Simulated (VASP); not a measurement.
# Cu (Cmcm) in VASP: further runs

The runs below take Cu through single point, with PBEsol, PBEsol+D3(BJ).

All numbers are computed with VASP 6.6.1; they aren't measurements. Logs are shortened: lines on timing, memory, paths and dates and some standing lists are left out, and cuts for length are marked.

## Step 1: The cell of the first run

Symmetry: Cmcm, No. 63, orthorhombic system. The conventional cell has a = 2.242 Å, b = 7.317 Å, c = 2.475 Å, α = 90.00°, β = 90.00°, γ = 90.00°. Within 3.0 Å of Cu (site symmetry m2m) lie 10 Cu at 2.24 to 2.48 Å.

## Step 2: Single point, PBEsol

Input file INCAR:

```
SYSTEM = Cu
PREC     = Accurate       ! precision mode
ENCUT    = 600            ! plane-wave cutoff, eV
EDIFF    = 1E-6           ! SCF threshold, eV
ISMEAR   = 0              ! smearing method
SIGMA    = 0.15           ! smearing width, eV
LREAL    = .FALSE.        ! projectors in reciprocal space
LASPH    = .TRUE.         ! aspherical terms in the spheres
NELM     = 120            ! most SCF steps
ALGO     = Normal         ! electronic algorithm
ISIF     = 2              ! what is computed and relaxed
LWAVE    = .FALSE.        ! write WAVECAR
LCHARG   = .FALSE.        ! write CHGCAR
GGA      = PS             ! functional
NBANDS   = 18             ! bands
GGA_COMPAT= .FALSE.
```

Input file KPOINTS:

```
Automatic mesh
0
G
  20 20 20
  0 0 0
```

Input file POSCAR:

```
Cu
1.0
    1.1209865948     -3.6582677696      0.0000000000
    1.1209865948      3.6582677696      0.0000000000
    0.0000000000      0.0000000000      2.4754955235
Cu
2
Direct
    0.1338666500      0.8661333500      0.2500000000
    0.8661333500      0.1338666500      0.7500000000
```

Potentials or basis: VASP PAW PBE potentials, release 64 (Cu).

Started as:

```sh
$ cat potpaw_PBE.64/Cu/POTCAR > POTCAR
$ mpirun -np 1 vasp_std > vasp.out
```

OUTCAR:

```text
SYSTEM = Cu
   PREC = Accurate
   ENCUT = 600
   EDIFF = 1E-6
   ISMEAR = 0
   LREAL = .FALSE.
   LASPH = .TRUE.
   NELM = 120
   ISIF = 2
   GGA = PS

 ion  position               nearest neighbor table
   1  0.134  0.866  0.250-   2 2.32   2 2.32   2 2.38   2 2.38   2 2.38   2 2.38
   2  0.866  0.134  0.750-   1 2.32   1 2.32   1 2.38   1 2.38   1 2.38   1 2.38

  LATTYP: Found a base centered orthorhombic cell.
 ALAT       =     2.2419731896
 B/A-ratio  =     3.2634357864
 C/A-ratio  =     1.1041592892

  Lattice vectors:

 A1 = (   1.1209865948,  -3.6582677696,   0.0000000000)
 A2 = (   1.1209865948,   3.6582677696,   0.0000000000)
 A3 = (   0.0000000000,   0.0000000000,   2.4754955235)

Analysis of symmetry for initial positions (statically):
=====================================================================
 Subroutine PRICEL returns:
 Original cell was already a primitive cell.

 Routine SETGRP: Setting up the symmetry group for a
 base centered orthorhombic supercell.

 Subroutine GETGRP returns: Found  8 space group operations
 (whereof  4 operations were pure point group operations)
 out of a pool of  8 trial point group operations.

The static configuration has the point symmetry C_2h.
 The point group associated with its full space group is D_2h.

Analysis of symmetry for dynamics (positions and initial velocities):
=====================================================================
 Subroutine PRICEL returns:
 Original cell was already a primitive cell.

 Routine SETGRP: Setting up the symmetry group for a
 base centered orthorhombic supercell.

 Subroutine GETGRP returns: Found  8 space group operations
 (whereof  4 operations were pure point group operations)
 out of a pool of  8 trial point group operations.

The dynamic configuration has the point symmetry C_2h.
 The point group associated with its full space group is D_2h.

 Subroutine INISYM returns: Found  8 space group operations
 (whereof  4 operations are pure point group operations),
 and found     1 'primitive' translations

----------------------------------------------------------------------------------------

                                     Primitive cell

  volume of cell :      20.3034

  direct lattice vectors                    reciprocal lattice vectors
     1.120986595 -3.658267770  0.000000000     0.446035664 -0.136676709  0.000000000
     1.120986595  3.658267770  0.000000000     0.446035664  0.136676709  0.000000000
     0.000000000  0.000000000  2.475495523     0.000000000  0.000000000  0.403959527

  length of vectors
     3.826164401  3.826164401  2.475495523     0.466506523  0.466506523  0.403959527

  position of ions in fractional coordinates (direct lattice)
     0.133866650  0.866133350  0.250000000
     0.866133350  0.133866650  0.750000000

  ion indices of the primitive-cell ions
   primitive index   ion index
                 1           1
                 2           2

----------------------------------------------------------------------------------------

 KPOINTS: Automatic mesh

Automatic generation of k-mesh.
 Grid dimensions read from file:
 generate k-points for:   20   20   20

 Generating k-lattice:

  Cartesian coordinates                     Fractional coordinates (reciprocal lattice)
     0.022301783 -0.006833835  0.000000000     0.050000000  0.000000000  0.000000000
     0.022301783  0.006833835  0.000000000     0.000000000  0.050000000  0.000000000
     0.000000000  0.000000000  0.020197976     0.000000000  0.000000000  0.050000000

  Length of vectors
     0.023325326  0.023325326  0.020197976

  Shift w.r.t. Gamma in fractional coordinates (k-lattice)
     0.000000000  0.000000000  0.000000000

 Subroutine IBZKPT returns following result:
 ===========================================

 Found   1221 irreducible k-points:

 Following reciprocal coordinates:
            Coordinates               Weight
  0.000000  0.000000  0.000000      1.000000
  0.050000 -0.000000  0.000000      4.000000
  0.100000 -0.000000  0.000000      4.000000
  0.150000  0.000000  0.000000      4.000000
  0.200000 -0.000000  0.000000      4.000000
  0.250000  0.000000  0.000000      4.000000
[... 16 lines left out ...]
 -0.400000  0.050000  0.000000      4.000000
 -0.350000  0.050000  0.000000      4.000000
 [... further k-points ...]
   k-points           NKPTS =   1221   k-points in BZ     NKDIM =   1221   number of bands    NBANDS=     18
   number of dos      NEDOS =    301   number of ions     NIONS =      2
   total plane-waves  NPLWV =  20480
   dimension x,y,z NGX =    32 NGY =   32 NGZ =   20
   dimension x,y,z NGXF=    64 NGYF=   64 NGZF=   40
   ions per type =               2
   NGX,Y,Z   is equivalent  to a cutoff of  13.90, 13.90, 13.43 a.u.
   NGXF,Y,Z  is equivalent  to a cutoff of  27.81, 27.81, 26.86 a.u.
 SYSTEM =  Cu
   PREC   = accura    normal or accurate (medium, high low for compatibility)
   ISTART =      0    job   : 0-new  1-cont  2-samecut
   ICHARG =      2    charge: 1-file 2-atom 10-const
   ISPIN  =      1    spin polarized calculation?
   LNONCOLLINEAR =      F non collinear calculations
   LSORBIT =      F    spin-orbit coupling
   LASPH  =      T    aspherical Exc in radial PAW
   ENCUT  =  600.0 eV  44.10 Ry    6.64 a.u.   7.64  7.64  4.94*2*pi/ulx,y,z
   NELM   =    120;   NELMIN=  2; NELMDL= -5     # of ELM steps
   EDIFF  = 0.1E-05   stopping-criterion for ELM
   LREAL  =      F    real-space projection
   EDIFFG = 0.1E-04   stopping-criterion for IOM
   NSW    =      0    number of steps for IOM
   IBRION =     -1    ionic relax: 0-MD 1-quasi-New 2-CG
   NFREE  =      0    steps in history (QN), initial steepest desc. (CG)
   ISIF   =      2    stress and relaxation
   ISYM   =      2    0-nonsym 1-usesym 2-fastsym
   POTIM  = 0.5000    time-step for ionic-motion
   TEBEG  =    0.0;   TEEND  =   0.0 temperature during run
   PSTRESS=    0.0 pullay stress
   NELECT =      22.0000    total number of electrons
   NUPDOWN=      -1.0000    fix difference up-down
   EMIN   =  10.00;   EMAX   =-10.00  energy-range for DOS
   EFERMI =   0.00;   METHOD = LEGACY
   ISMEAR =     0;   SIGMA  =   0.15  broadening in eV -4-tet -1-fermi 0-gaus
   EFERMI_NEDOS =   21; number of points for ismear=-14 and -15
   IALGO  =     38    algorithm
   IMIX   =      4    mixing-type and parameters
     AMIX     =   0.40;   BMIX     =  1.00
     AMIX_MAG =   1.60;   BMIX_MAG =  1.00
  volume/ion in A,a.u.               =      10.15        68.51
  Fermi-wavevector in a.u.,A,eV,Ry     =   1.681485  3.177546 38.469009  2.827392
  Thomas-Fermi vector in A             =   2.765034
   LORBIT       =      0    0 simple, 1 ext, 2 COOP (PROOUT), +10 PAW based schemes
   GGA     = PS    functional components
   LHFCALC =     F    Hartree Fock is set to
   AEXX    =    0.0000 exact exchange contribution
   IVDW    =     0    specifies the selected vdW correction
   LEPSILON=     F    determine dielectric tensor
   LRPA    =     F    only Hartree local field effects (RPA)
 non-spin polarized calculation
 Gauss-broadening in eV      SIGMA  =   0.15
  energy-cutoff  :      600.00
  volume of cell :       20.30
 maximum number of plane-waves:       694
   NGX = 15   NGY = 15   NGZ =  9

 number of electron      22.0000014 magnetization

 Free energy of the ion-electron system (eV)
  ---------------------------------------------------
  ext. energy  EPLUGINS =         0.00000000
  ---------------------------------------------------
  free energy    TOTEN  =        -7.88496620 eV

  energy without entropy =       -7.87913966  energy(sigma->0) =       -7.88205293

 E-fermi :   9.4283     XC(G=0): -13.7791

 val. band max:        9.4270716734   @ k =  -0.2500   0.2500   0.2000
 cond. band min:       9.4292660014   @ k =  -0.2000   0.2000   0.1500
 fundamental gap:      0.0021943280
 Fermi energy:         9.4283474992

 k-point     1 :       0.0000    0.0000    0.0000
  band No.  band energies     occupation
      1      -1.1602      2.00000
      2       3.4753      2.00000
      3       4.2612      2.00000
      4       4.9036      2.00000
      5       5.4625      2.00000
      6       6.5958      2.00000
[... 10 lines left out ...]
     17      32.5555      0.00000
     18      32.5753      0.00000

 k-point     2 :       0.0500   -0.0000    0.0000
  band No.  band energies     occupation
      1      -1.0728      2.00000
      2       3.5135      2.00000
      3       4.3028      2.00000
      4       4.9431      2.00000
      5       5.4761      2.00000
      6       6.5812      2.00000
[... 10 lines left out ...]
     17      31.0077      0.00000
     18      32.7661      0.00000

 k-point     3 :       0.1000   -0.0000    0.0000
  band No.  band energies     occupation
      1      -0.8132      2.00000
      2       3.6213      2.00000
      3       4.4240      2.00000
      4       5.0596      2.00000
      5       5.5154      2.00000
      6       6.4583      2.00000
[... 10 lines left out ...]
     17      29.9563      0.00000
     18      32.9976      0.00000

 k-point     4 :       0.1500    0.0000    0.0000
  band No.  band energies     occupation
      1      -0.3892      2.00000
      2       3.7801      2.00000
      3       4.6102      2.00000
      4       5.2389      2.00000
      5       5.5753      2.00000
      6       6.0748      2.00000
[... 10 lines left out ...]
     17      29.8396      0.00000
     18      33.2997      0.00000

 k-point     5 :       0.2000   -0.0000    0.0000
  band No.  band energies     occupation
      1       0.1839      2.00000
      2       3.9634      2.00000
      3       4.8272      2.00000
      4       5.3438      2.00000
      5       5.6472      2.00000
      6       5.8270      2.00000
[... 10 lines left out ...]
     17      29.9317      0.00000
     18      33.6569      0.00000

 k-point     6 :       0.2500    0.0000    0.0000
  band No.  band energies     occupation
      1       0.8804      2.00000
      2       4.1322      2.00000
      3       5.0124      2.00000
      4       5.1418      2.00000
      5       5.7182      2.00000
      6       6.0480      2.00000
[... 10 lines left out ...]
     17      30.1112      0.00000
     18      34.0191      0.00000

 k-point     7 :       0.3000    0.0000    0.0000
  band No.  band energies     occupation
      1       1.6552      2.00000
      2       4.2102      2.00000
      3       4.9240      2.00000
      4       5.2203      2.00000
      5       5.7732      2.00000
      6       6.2969      2.00000
[... 10 lines left out ...]
     17      30.3591      0.00000
     18      34.2841      0.00000

 k-point     8 :       0.3500    0.0000    0.0000
  band No.  band energies     occupation
      1       2.4292      2.00000
      2       4.1353      2.00000
      3       4.9385      2.00000
      4       5.3844      2.00000
      5       5.8018      2.00000
      6       6.1916      2.00000
[... 10 lines left out ...]
     17      30.6626      0.00000
     18      33.0222      0.00000
[... 229 lines left out ...]
     17      30.8337      0.00000
     18      31.2336      0.00000

 k-point    20 :       0.4500    0.0500    0.0000
  band No.  band energies     occupation
      1       3.5914      2.00000
      2       3.8989      2.00000
      3       5.1959      2.00000
      4       5.7825      2.00000
      5       5.9228      2.00000
      6       5.9488      2.00000
[... 10 lines left out ...]
     17      31.4332      0.00000
     18      31.9091      0.00000

 k-point    21 :       0.5000    0.0500    0.0000
  band No.  band energies     occupation
      1       3.5181      2.00000
      2       3.8657      2.00000
      3       5.2150      2.00000
      4       5.8316      2.00000
      5       5.9052      2.00000
      6       5.9980      2.00000
[... 10 lines left out ...]
     17      31.3172      0.00000
     18      31.3985      0.00000

 k-point    22 :      -0.4500    0.0500    0.0000
  band No.  band energies     occupation
      1       3.1645      2.00000
      2       3.9305      2.00000
      3       5.1477      2.00000
      4       5.7325      2.00000
      5       5.8568      2.00000
      6       5.9812      2.00000
[... 10 lines left out ...]
     17      29.9356      0.00000
     18      31.1664      0.00000

 k-point    23 :      -0.4000    0.0500    0.0000
  band No.  band energies     occupation
      1       2.5613      2.00000
      2       4.0422      2.00000
      3       5.0505      2.00000
      4       5.4374      2.00000
      5       5.8532      2.00000
      6       6.1342      2.00000
[... 10 lines left out ...]
     17      30.7503      0.00000
     18      31.9112      0.00000

 k-point    24 :      -0.3500    0.0500    0.0000
  band No.  band energies     occupation
      1       1.8092      2.00000
      2       4.1266      2.00000
      3       5.0115      2.00000
      4       5.2023      2.00000
      5       5.8260      2.00000
      6       6.2653      2.00000
[... 10 lines left out ...]
     17      30.4574      0.00000
     18      33.6439      0.00000

 [... further k-points ...]

------------------------ aborting loop because EDIFF is reached ----------------------------------------

  FORCE on cell =-STRESS in cart. coord.  units (eV):
  Direction    XX          YY          ZZ          XY          YZ          ZX
  --------------------------------------------------------------------------------------
  -------------------------------------------------------------------------------------
  Total        6.4554591      4.9367828      2.8450518      0.0000000      0.0000000      0.0000000
  in kB      509.4125816    389.5709417    224.5084557      0.0000000      0.0000000      0.0000000
  external PRESSURE =     374.4973263 kB  Pullay stress =       0.0000000 kB

 VOLUME and BASIS-vectors are now :
 -----------------------------------------------------------------------------
  energy-cutoff  :      600.00
  volume of cell :       20.30
      direct lattice vectors                 reciprocal lattice vectors
     1.120986595 -3.658267770  0.000000000     0.446035664 -0.136676709  0.000000000
     1.120986595  3.658267770  0.000000000     0.446035664  0.136676709  0.000000000
     0.000000000  0.000000000  2.475495523     0.000000000  0.000000000  0.403959527

 POSITION                                       TOTAL-FORCE (eV/Angst)
 -----------------------------------------------------------------------------------
      1.12099      2.67883      0.61887         0.000000      0.323849      0.000000
      1.12099     -2.67883      1.85662         0.000000     -0.323849     -0.000000
 -----------------------------------------------------------------------------------
    total drift:                                0.000000      0.000000      0.000000

  FREE ENERGIE OF THE ION-ELECTRON SYSTEM (eV)
  ---------------------------------------------------
  free  energy   TOTEN  =        -7.8849662002 eV

  energy  without entropy=       -7.8791396551  energy(sigma->0) =       -7.88205293
```

It took 16 min on 1 thread of Oxide Virtual Turin-like, shared host; peak memory 0.5 GiB.

Results:

```yaml
Free_energy: -7.8850 eV
Pressure: 37.4 GPa
Largest_force: 0.324 eV/Å
Band_gap_on_the_k_mesh: zero (bands 11 and 12 overlap by 5.97 eV)
```

Forces on the atoms (eV/Å):
```
Cu   0.000  0.324  0.000
Cu   0.000 -0.324  0.000
```

Stress tensor (GPa, compression positive):
```
50.94  0.00  0.00
 0.00 38.96  0.00
 0.00  0.00 22.45
```

Caveat: the stress differs along the axes, from 22 to 51 GPa; the PAW data sets were made with another functional, which shifts forces and pressure a little.

(Continued in part 2 of 2.)
